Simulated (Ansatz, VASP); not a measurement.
ZrC in VASP and in Ansatz

INCAR

```
ALGO = Normal
EDIFF = 1E-6
ENCUT = 520
GGA = PE
ISIF = 2
ISMEAR = 0
LASPH = T
LCHARG = F
LREAL = F
LWAVE = F
NBANDS = 24
NELM = 80
PREC = Accurate
SIGMA = 0.05
```

Contents of KPOINTS:

```
k-points
0
Gamma
  12 12 6
```

The input POSCAR:

```
ZrC
1.0
    3.8868520451      0.0000000000      0.0000000000
   -1.9434260226      3.3661126118      0.0000000000
    0.0000000000      0.0000000000      4.7180910788
Zr C
2 2
Direct
    0.6666666667      0.3333333333      0.0681625387
    0.3333333333      0.6666666667      0.5681625387
    0.6666666667      0.3333333333      0.5570374613
    0.3333333333      0.6666666667      0.0570374613
```

Input for Ansatz:

```yaml
crystal:
  lattice:
    - [3.8868520451, 0.0, 0.0]
    - [-1.9434260226, 3.3661126118, 0.0]
    - [0.0, 0.0, 4.7180910788]
  atoms:
    - { symbol: Zr, position: [0.6666666667, 0.3333333333, 0.0681625387] }
    - { symbol: Zr, position: [0.3333333333, 0.6666666667, 0.5681625387] }
    - { symbol: C, position: [0.6666666667, 0.3333333333, 0.5570374613] }
    - { symbol: C, position: [0.3333333333, 0.6666666667, 0.0570374613] }
basis:
  ecutwfc: 420
  ecutrho_ratio: 4
kpoints:
  mp_grid: { grid: [12, 12, 6] }
  band_path:
    path:
      - [[0.0, 0.0, 0.0], [0.5, 0.0, 0.0], [0.33333333, 0.33333333, 0.0], [0.0, 0.0, 0.0], [0.0, 0.0, 0.5], [0.5, 0.0, 0.5], [0.33333333, 0.33333333, 0.5], [0.0, 0.0, 0.5]]
      - [[0.5, 0.0, 0.5], [0.5, 0.0, 0.0]]
      - [[0.33333333, 0.33333333, 0.5], [0.33333333, 0.33333333, 0.0]]
    npoints: 14
hamiltonian:
  xc: pbe
scf:
  occupations: { method: gaussian, width: 0.05 }
  n_extra_bands: 15
output:
  forces: true
  stress: true
  eigenvalues: true
  populations: true
  dos: { projected: true, de: 0.02, nscf_kmesh: { grid: [18, 18, 9] } }
  bader: true
  write_density: true
  write_potential: true
  elf: true
  volumetric_format: npy
```

Alike in both runs: task single point; functional PBE; k mesh 12 × 12 × 6; occupations gaussian, width 0.05 eV; no spin polarisation.

```csv
,VASP,Ansatz
version,VASP 6.6.1,Ansatz 0.2.0
potentials or method,"VASP PAW PBE potentials, release 64 (Zr_sv, C), cutoff 520 eV","scalar-relativistic, plane waves, PAW"
valence electrons in the cell,32,32
```

```csv
,VASP,Ansatz,Ansatz less VASP
gap on the k mesh at the Fermi level (eV),none,none,-
pressure (GPa),0.2,0.0,-0.19
```

A gap of «none» marks a metal or a gap that the smearing closes. With one functional, cell and mesh, what is left measures potentials, basis and numerics.
